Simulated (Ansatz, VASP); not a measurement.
**MnS: VASP beside Ansatz**

INCAR

```
ALGO = Normal ; EDIFF = 1E-7
ENCUT = 520 ; GGA = PS
ISIF = 2 ; ISMEAR = -1
ISPIN = 2 ; LASPH = T
LCHARG = F ; LMAXMIX = 4
LORBIT = 11 ; LREAL = F
LWAVE = F ; MAGMOM = 4 0
NBANDS = 20 ; NELM = 150
PREC = Accurate ; SIGMA = 0.05
```

Contents of KPOINTS:

```
k-points
0
Gamma
  9 9 9
```

Contents of POSCAR:

```
MnS
1.0
    0.0000000000      2.4400341398      2.4400341398
    2.4400341398      0.0000000000      2.4400341398
    2.4400341398      2.4400341398      0.0000000000
Mn S
1 1
Direct
    0.0000000000      0.0000000000      0.0000000000
    0.7500000000      0.7500000000      0.7500000000
```

input.yaml

```yaml
crystal:
  lattice:
    - [0.0, 2.4400341398, 2.4400341398]
    - [2.4400341398, 0.0, 2.4400341398]
    - [2.4400341398, 2.4400341398, 0.0]
  atoms:
    - { symbol: Mn, position: [0.0, 0.0, 0.0], spin: 4.0 }
    - { symbol: S, position: [0.75, 0.75, 0.75] }
kpoints:
  mp_grid: { grid: [9, 9, 9] }
scf:
  occupations: { method: fermi_dirac, width: 0.05 }
hamiltonian:
  xc: pbesol
  pseudopotentials: { kind: all_electron, lapw: { basis_error: 0.0005 } }
magnetization:
  spin_polarized: true
output:
  forces: true
  stress: true
  eigenvalues: true
```

Change from the starting cell: volume scaled by 0.96.

Alike in both runs: task single point; functional PBEsol; k mesh 9 × 9 × 9; occupations fermi-dirac, width 0.05 eV; collinear spin.

|  | VASP | Ansatz |
| --- | --- | --- |
| version | VASP 6.6.1 | Ansatz 0.2.0 |
| potentials or method | VASP PAW PBE potentials, release 64 (Mn_pv, S), cutoff 520 eV | all-electron LAPW, scalar-relativistic |

Ansatz gave:

```
gap on the k mesh at the Fermi level (eV)                     : none
pressure (GPa)                                                : 3.1
net moment per atom (μB)                                      : 0.10
size of the moment on the site where the two differ most (μB) : 0.18
```

Q: What did VASP give for the same quantities?

A: gap on the k mesh at the Fermi level (eV): none; pressure (GPa): 3.4; net moment per atom (μB): 0.09; size of the moment on the site where the two differ most (μB): 0.17.

VASP's potentials were made for PBE, not for PBEsol. Site moments also hang on the region over which each program counts them. A gap of «none» marks a metal or a gap that the smearing closes. Ansatz ran all-electron here, and VASP with PAW potentials.
